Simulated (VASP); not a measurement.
Here is a VASP 6.6.1 calculation.

The input POSCAR:

```
Sb
1.0
   -1.8947404259      1.8947404259      1.8947404259
    1.8947404259     -1.8947404259      1.8947404259
    1.8947404259      1.8947404259     -1.8947404259
Sb
1
Direct
    0.0000000000      0.0000000000      0.0000000000
```

File INCAR.step1:

```
SYSTEM = Sb
  ALGO = Normal
  EDIFF = 1E-5
  ENCUT = 550
  GGA = PE
  GGA_COMPAT = .FALSE.
  ISMEAR = 0
  LASPH = .TRUE.
  LCHARG = .FALSE.
  LREAL = .FALSE.
  LWAVE = .TRUE.
  NBANDS = 8
  NELM = 120
  PREC = Accurate
  SIGMA = 0.1
```

The input INCAR.step2:

```
SYSTEM = Sb
  ALGO = Normal
  EDIFF = 1E-6
  ENCUT = 550
  GGA_COMPAT = .FALSE.
  ISIF = 2
  ISMEAR = 0
  ISTART = 1
  LASPH = .TRUE.
  LCHARG = .TRUE.
  LELF = .TRUE.
  LMIXTAU = .TRUE.
  LREAL = .FALSE.
  LVHAR = .TRUE.
  LWAVE = .FALSE.
  METAGGA = R2SCAN
  NBANDS = 8
  NELM = 120
  PREC = Accurate
  SIGMA = 0.1
```

Contents of KPOINTS:

```
k-points
0
G
  10 10 10
  0 0 0
```

Potentials or basis: VASP PAW PBE potentials, release 64 (Sb).

The run is started by

```sh
$ cat potpaw_PBE.64/Sb/POTCAR > POTCAR
$ cp INCAR.step1 INCAR
$ mpirun -np 1 vasp_std > vasp.out
$ cp INCAR.step2 INCAR
$ mpirun -np 1 vasp_std > vasp.out
```

Task: What does it give for the band gap on the k mesh?

Result: Zero (an odd number of electrons rules out a gap without spin polarisation).

Task: What does it give for the pressure?

Result: -0.1 GPa.

Caveat: the PAW data sets were made with another functional, which shifts forces and pressure a little; spin-orbit coupling is left out, which moves the levels of the heavy elements.
